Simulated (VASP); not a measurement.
# NaYC in VASP: a series of runs

The runs below take NaYC through single point, relaxation of cell and atoms, with PBE.

Everything below comes from runs of VASP 6.6.1. Logs are shortened: lines on timing, memory, paths and dates and some standing lists are left out, and cuts for length are marked.

**1. The cell of the first run**

Symmetry: Pmmm, No. 47, orthorhombic system. The conventional cell has a = 3.728 Å, b = 3.754 Å, c = 3.783 Å, α = 90.00°, β = 90.00°, γ = 90.00°. Within 3.5 Å of Na (site symmetry mmm) lie 4 C at 2.65 Å and 8 Y at 3.25 Å. Y (site symmetry mmm) has 2 C at 1.89 Å within 2.5 Å. C (site symmetry mmm) has 2 Y at 1.89 Å within 2.5 Å.

The cell was generated, and may not be a known phase.

**2. Single point, PBE**

INCAR reads:

```
SYSTEM = NaYC
  PREC = Accurate
  ENCUT = 520
  EDIFF = 1E-6
  ISMEAR = 0
  SIGMA = 0.1
  LREAL = .FALSE.
  LASPH = .TRUE.
  NELM = 60
  ALGO = Normal
  ISIF = 2
  LWAVE = .FALSE.
  LCHARG = .FALSE.
  GGA = PE
  NBANDS = 18
```

KPOINTS reads:

```
Automatic mesh
0
G
  6 6 6
  0 0 0
```

POSCAR reads:

```
NaYC
1.0
    3.7282624200      0.0000000000      0.0000000000
    0.0000000000      3.7539067300      0.0000000000
    0.0000000000      0.0000000000      3.7826534900
Na Y C
1 1 1
Direct
    0.0000000000      0.0000000000      0.0000000000
    0.5000000000      0.5000000000      0.5000000000
    0.5000000000      0.5000000000      0.0000000000
```

Potentials or basis: VASP PAW PBE potentials, release 64 (Na_pv, Y_sv, C).

On the command line:

```sh
$ cat potpaw_PBE.64/Na_pv/POTCAR potpaw_PBE.64/Y_sv/POTCAR potpaw_PBE.64/C/POTCAR > POTCAR
$ mpirun -np 1 vasp_std > vasp.out
```

OUTCAR:

```text
SYSTEM = NaYC
   PREC = Accurate
   ENCUT = 520
   EDIFF = 1E-6
   ISMEAR = 0
   LREAL = .FALSE.
   LASPH = .TRUE.
   NELM = 60
   ISIF = 2
   GGA = PE

 ion  position               nearest neighbor table
   1  0.000  0.000  0.000-   2 3.25   2 3.25   2 3.25   2 3.25   2 3.25   2 3.25   2 3.25   2 3.25

   2  0.500  0.500  0.500-   3 1.89   3 1.89   1 3.25   1 3.25   1 3.25   1 3.25   1 3.25   1 3.25
                             1 3.25   1 3.25
   3  0.500  0.500  0.000-   2 1.89   2 1.89

  LATTYP: Found a simple orthorhombic cell.
 ALAT       =     3.7282624200
 B/A-ratio  =     1.0068783543
 C/A-ratio  =     1.0145888524

  Lattice vectors:

 A1 = (   3.7282624200,   0.0000000000,   0.0000000000)
 A2 = (   0.0000000000,   3.7539067300,   0.0000000000)
 A3 = (   0.0000000000,   0.0000000000,   3.7826534900)

Analysis of symmetry for initial positions (statically):
=====================================================================
 Subroutine PRICEL returns:
 Original cell was already a primitive cell.

 Routine SETGRP: Setting up the symmetry group for a
 simple orthorhombic supercell.

 Subroutine GETGRP returns: Found  8 space group operations
 (whereof  8 operations were pure point group operations)
 out of a pool of  8 trial point group operations.

The static configuration has the point symmetry D_2h.

Analysis of symmetry for dynamics (positions and initial velocities):
=====================================================================
 Subroutine PRICEL returns:
 Original cell was already a primitive cell.

 Routine SETGRP: Setting up the symmetry group for a
 simple orthorhombic supercell.

 Subroutine GETGRP returns: Found  8 space group operations
 (whereof  8 operations were pure point group operations)
 out of a pool of  8 trial point group operations.

The dynamic configuration has the point symmetry D_2h.

 Subroutine INISYM returns: Found  8 space group operations
 (whereof  8 operations are pure point group operations),
 and found     1 'primitive' translations

----------------------------------------------------------------------------------------

                                     Primitive cell

  volume of cell :      52.9403

  direct lattice vectors                    reciprocal lattice vectors
     3.728262420  0.000000000  0.000000000     0.268221463  0.000000000  0.000000000
     0.000000000  3.753906730  0.000000000     0.000000000  0.266389144  0.000000000
     0.000000000  0.000000000  3.782653490     0.000000000  0.000000000  0.264364685

  length of vectors
     3.728262420  3.753906730  3.782653490     0.268221463  0.266389144  0.264364685

  position of ions in fractional coordinates (direct lattice)
     0.000000000  0.000000000  0.000000000
     0.500000000  0.500000000  0.500000000
     0.500000000  0.500000000  0.000000000

  ion indices of the primitive-cell ions
   primitive index   ion index
                 1           1
                 2           2
                 3           3

----------------------------------------------------------------------------------------

 KPOINTS: Automatic mesh

Automatic generation of k-mesh.
 Grid dimensions read from file:
 generate k-points for:    6    6    6

 Generating k-lattice:

  Cartesian coordinates                     Fractional coordinates (reciprocal lattice)
     0.044703577  0.000000000  0.000000000     0.166666667  0.000000000  0.000000000
     0.000000000  0.044398191  0.000000000     0.000000000  0.166666667  0.000000000
     0.000000000  0.000000000  0.044060781     0.000000000  0.000000000  0.166666667

  Length of vectors
     0.044703577  0.044398191  0.044060781

  Shift w.r.t. Gamma in fractional coordinates (k-lattice)
     0.000000000  0.000000000  0.000000000

 Subroutine IBZKPT returns following result:
 ===========================================

 Found     64 irreducible k-points:

 Following reciprocal coordinates:
            Coordinates               Weight
  0.000000  0.000000  0.000000      1.000000
  0.166667  0.000000  0.000000      2.000000
  0.333333  0.000000  0.000000      2.000000
  0.500000  0.000000  0.000000      1.000000
  0.000000  0.166667  0.000000      2.000000
  0.166667  0.166667  0.000000      4.000000
[... 16 lines left out ...]
  0.333333  0.166667  0.166667      8.000000
  0.500000  0.166667  0.166667      4.000000
 [... further k-points ...]
   k-points           NKPTS =     64   k-points in BZ     NKDIM =     64   number of bands    NBANDS=     18
   number of dos      NEDOS =    301   number of ions     NIONS =      3
   total plane-waves  NPLWV =  21952
   dimension x,y,z NGX =    28 NGY =   28 NGZ =   28
   dimension x,y,z NGXF=    56 NGYF=   56 NGZF=   56
   ions per type =               1   1   1
   NGX,Y,Z   is equivalent  to a cutoff of  12.49, 12.40, 12.31 a.u.
   NGXF,Y,Z  is equivalent  to a cutoff of  24.97, 24.80, 24.61 a.u.
 SYSTEM =  NaYC
   PREC   = accura    normal or accurate (medium, high low for compatibility)
   ISTART =      0    job   : 0-new  1-cont  2-samecut
   ICHARG =      2    charge: 1-file 2-atom 10-const
   ISPIN  =      1    spin polarized calculation?
   LNONCOLLINEAR =      F non collinear calculations
   LSORBIT =      F    spin-orbit coupling
   LASPH  =      T    aspherical Exc in radial PAW
   ENCUT  =  520.0 eV  38.22 Ry    6.18 a.u.   6.93  6.98  7.03*2*pi/ulx,y,z
   NELM   =     60;   NELMIN=  2; NELMDL= -5     # of ELM steps
   EDIFF  = 0.1E-05   stopping-criterion for ELM
   LREAL  =      F    real-space projection
   EDIFFG = 0.1E-04   stopping-criterion for IOM
   NSW    =      0    number of steps for IOM
   IBRION =     -1    ionic relax: 0-MD 1-quasi-New 2-CG
   NFREE  =      0    steps in history (QN), initial steepest desc. (CG)
   ISIF   =      2    stress and relaxation
   ISYM   =      2    0-nonsym 1-usesym 2-fastsym
   POTIM  = 0.5000    time-step for ionic-motion
   TEBEG  =    0.0;   TEEND  =   0.0 temperature during run
   PSTRESS=    0.0 pullay stress
   NELECT =      22.0000    total number of electrons
   NUPDOWN=      -1.0000    fix difference up-down
   EMIN   =  10.00;   EMAX   =-10.00  energy-range for DOS
   EFERMI =   0.00;   METHOD = LEGACY
   ISMEAR =     0;   SIGMA  =   0.10  broadening in eV -4-tet -1-fermi 0-gaus
   EFERMI_NEDOS =   21; number of points for ismear=-14 and -15
   IALGO  =     38    algorithm
   IMIX   =      4    mixing-type and parameters
     AMIX     =   0.40;   BMIX     =  1.00
     AMIX_MAG =   1.60;   BMIX_MAG =  1.00
  volume/ion in A,a.u.               =      17.65       119.09
  Fermi-wavevector in a.u.,A,eV,Ry     =   1.221669  2.308620 20.306357  1.492475
  Thomas-Fermi vector in A             =   2.356843
   LORBIT       =      0    0 simple, 1 ext, 2 COOP (PROOUT), +10 PAW based schemes
   GGA     = PE    functional components
   LHFCALC =     F    Hartree Fock is set to
   AEXX    =    0.0000 exact exchange contribution
   IVDW    =     0    specifies the selected vdW correction
   LEPSILON=     F    determine dielectric tensor
   LRPA    =     F    only Hartree local field effects (RPA)
 non-spin polarized calculation
 Gauss-broadening in eV      SIGMA  =   0.10
  energy-cutoff  :      520.00
  volume of cell :       52.94
 maximum number of plane-waves:      1440
 NGX is ok and might be reduce to    28
   NGX = 13   NGY = 13   NGZ = 15

 number of electron      21.9999979 magnetization

 Free energy of the ion-electron system (eV)
  ---------------------------------------------------
  ext. energy  EPLUGINS =         0.00000000
  ---------------------------------------------------
  free energy    TOTEN  =       -12.57313705 eV

  energy without entropy =      -12.56398866  energy(sigma->0) =      -12.56856286

 E-fermi :   3.1641     XC(G=0):  -9.6753

 val. band max:        3.1626127275   @ k =   0.5000   0.5000   0.5000
 cond. band min:       3.2186077030   @ k =   0.5000   0.3333   0.3333
 fundamental gap:      0.0559949754
 Fermi energy:         3.1641463049

 k-point     1 :       0.0000    0.0000    0.0000
  band No.  band energies     occupation
      1     -38.2380      2.00000
      2     -20.2214      2.00000
      3     -20.0896      2.00000
      4     -20.0892      2.00000
      5     -19.1143      2.00000
      6     -18.2803      2.00000
[... 10 lines left out ...]
     17      11.2984      0.00000
     18      12.7000      0.00000

 k-point     2 :       0.1667    0.0000    0.0000
  band No.  band energies     occupation
      1     -38.2344      2.00000
      2     -20.2172      2.00000
      3     -20.0943      2.00000
      4     -20.0866      2.00000
      5     -19.1137      2.00000
      6     -18.3375      2.00000
[... 10 lines left out ...]
     17      10.6829      0.00000
     18      11.9080      0.00000

 k-point     3 :       0.3333    0.0000    0.0000
  band No.  band energies     occupation
      1     -38.2271      2.00000
      2     -20.2087      2.00000
      3     -20.1042      2.00000
      4     -20.0804      2.00000
      5     -19.1124      2.00000
      6     -18.4631      2.00000
[... 10 lines left out ...]
     17       9.1057      0.00000
     18      12.9621      0.00000

 k-point     4 :       0.5000    0.0000    0.0000
  band No.  band energies     occupation
      1     -38.2234      2.00000
      2     -20.2045      2.00000
      3     -20.1090      2.00000
      4     -20.0774      2.00000
      5     -19.1117      2.00000
      6     -18.5247      2.00000
[... 10 lines left out ...]
     17       9.0332      0.00000
     18      12.8403      0.00000

 k-point     5 :       0.0000    0.1667    0.0000
  band No.  band energies     occupation
      1     -38.2347      2.00000
      2     -20.2172      2.00000
      3     -20.0943      2.00000
      4     -20.0863      2.00000
      5     -19.1140      2.00000
      6     -18.3407      2.00000
[... 10 lines left out ...]
     17      10.6469      0.00000
     18      11.9024      0.00000

 k-point     6 :       0.1667    0.1667    0.0000
  band No.  band energies     occupation
      1     -38.2310      2.00000
      2     -20.2139      2.00000
      3     -20.0975      2.00000
      4     -20.0883      2.00000
      5     -19.1123      2.00000
      6     -18.3428      2.00000
[... 10 lines left out ...]
     17      11.2169      0.00000
     18      12.6018      0.00000

 k-point     7 :       0.3333    0.1667    0.0000
  band No.  band energies     occupation
      1     -38.2237      2.00000
      2     -20.2072      2.00000
      3     -20.1074      2.00000
      4     -20.0889      2.00000
      5     -19.1088      2.00000
      6     -18.4526      2.00000
[... 10 lines left out ...]
     17      10.0583      0.00000
     18      13.4936      0.00000

 k-point     8 :       0.5000    0.1667    0.0000
  band No.  band energies     occupation
      1     -38.2200      2.00000
      2     -20.2039      2.00000
      3     -20.1126      2.00000
      4     -20.0890      2.00000
      5     -19.1071      2.00000
      6     -18.5105      2.00000
[... 10 lines left out ...]
     17       9.0818      0.00000
     18      13.0497      0.00000
[... 229 lines left out ...]
     17       9.4360      0.00000
     18      11.2292      0.00000

 k-point    20 :       0.5000    0.0000    0.1667
  band No.  band energies     occupation
      1     -38.2207      2.00000
      2     -20.2145      2.00000
      3     -20.1234      2.00000
      4     -20.0768      2.00000
      5     -19.1942      2.00000
      6     -18.5048      2.00000
[... 10 lines left out ...]
     17       9.3132      0.00000
     18      11.6930      0.00000

 k-point    21 :       0.0000    0.1667    0.1667
  band No.  band energies     occupation
      1     -38.2320      2.00000
      2     -20.2222      2.00000
      3     -20.0955      2.00000
      4     -20.0842      2.00000
      5     -19.2157      2.00000
      6     -18.3292      2.00000
[... 10 lines left out ...]
     17      10.3193      0.00000
     18      10.9929      0.00000

 k-point    22 :       0.1667    0.1667    0.1667
  band No.  band energies     occupation
      1     -38.2283      2.00000
      2     -20.2198      2.00000
      3     -20.0943      2.00000
      4     -20.0929      2.00000
      5     -19.2100      2.00000
      6     -18.3288      2.00000
[... 10 lines left out ...]
     17      11.0005      0.00000
     18      11.5598      0.00000

 k-point    23 :       0.3333    0.1667    0.1667
  band No.  band energies     occupation
      1     -38.2210      2.00000
      2     -20.2152      2.00000
      3     -20.1125      2.00000
      4     -20.0893      2.00000
      5     -19.1988      2.00000
      6     -18.4375      2.00000
[... 10 lines left out ...]
     17      10.3482      0.00000
     18      12.0295      0.00000

 k-point    24 :       0.5000    0.1667    0.1667
  band No.  band energies     occupation
      1     -38.2174      2.00000
      2     -20.2129      2.00000
      3     -20.1220      2.00000
      4     -20.0870      2.00000
      5     -19.1933      2.00000
      6     -18.4940      2.00000
[... 10 lines left out ...]
     17       9.3797      0.00000
     18      12.6653      0.00000

 [... further k-points ...]

------------------------ aborting loop because EDIFF is reached ----------------------------------------

  FORCE on cell =-STRESS in cart. coord.  units (eV):
  Direction    XX          YY          ZZ          XY          YZ          ZX
  --------------------------------------------------------------------------------------
  -------------------------------------------------------------------------------------
  Total        3.2206823      3.1108351     22.9629313     -0.0000000      0.0000000      0.0000000
  in kB       97.4702228     94.1458256    694.9465424     -0.0000000      0.0000000      0.0000000
  external PRESSURE =     295.5208636 kB  Pullay stress =       0.0000000 kB

 VOLUME and BASIS-vectors are now :
 -----------------------------------------------------------------------------
  energy-cutoff  :      520.00
  volume of cell :       52.94
      direct lattice vectors                 reciprocal lattice vectors
     3.728262420  0.000000000  0.000000000     0.268221463  0.000000000  0.000000000
     0.000000000  3.753906730  0.000000000     0.000000000  0.266389144  0.000000000
     0.000000000  0.000000000  3.782653490     0.000000000  0.000000000  0.264364685

 POSITION                                       TOTAL-FORCE (eV/Angst)
 -----------------------------------------------------------------------------------
      0.00000      0.00000      0.00000         0.000000      0.000000      0.000000
      1.86413      1.87695      1.89133         0.000000      0.000000      0.000000
      1.86413      1.87695      0.00000         0.000000      0.000000      0.000000
 -----------------------------------------------------------------------------------
    total drift:                                0.000000      0.000000      0.000000

  FREE ENERGIE OF THE ION-ELECTRON SYSTEM (eV)
  ---------------------------------------------------
  free  energy   TOTEN  =       -12.5731370480 eV

  energy  without entropy=      -12.5639886620  energy(sigma->0) =      -12.56856286
```

Wall time 45 s (1 thread of Intel Xeon Platinum 8488C (Sapphire Rapids), shared host); peak memory 0.21 GiB.

What came out:

* Free energy: -12.5731 eV
* Pressure: 29.6 GPa
* Band gap on the k mesh: zero (bands 11 and 12 overlap by 2.99 eV)

Stress tensor (GPa, compression positive):
```
 9.75  0.00  0.00
 0.00  9.41  0.00
 0.00  0.00 69.49
```

Levels at points of the mesh, in eV from the Fermi level:
```csv
k point,band 9,band 10,band 11,band 12,band 13,band 14
"(0.00, 0.00, 0.00)",-2.70,0.22,0.26,0.43,3.97,4.01
"(0.50, 0.00, 0.00)",-2.41,-0.37,0.33,2.30,2.64,2.67
"(0.00, 0.50, 0.00)",-2.43,-0.39,0.36,2.32,2.62,2.75
"(0.50, 0.50, 0.00)",-1.48,-1.47,-0.90,2.57,2.59,4.67
"(0.00, 0.00, 0.50)",-2.95,-1.97,-1.93,-1.87,1.17,4.13
"(0.50, 0.00, 0.50)",-3.85,-2.90,-1.89,0.28,1.54,2.99
"(0.00, 0.50, 0.50)",-3.84,-2.90,-1.86,0.25,1.50,3.07
"(0.50, 0.50, 0.50)",-3.36,-3.34,-2.85,0.00,4.33,4.35
```

Caveat: the stress differs along the axes, from 9 to 69 GPa.

(Part 1 of 2 ends here.)

The gap in the log of VASP goes by the Fermi energy; the results here count the filled bands.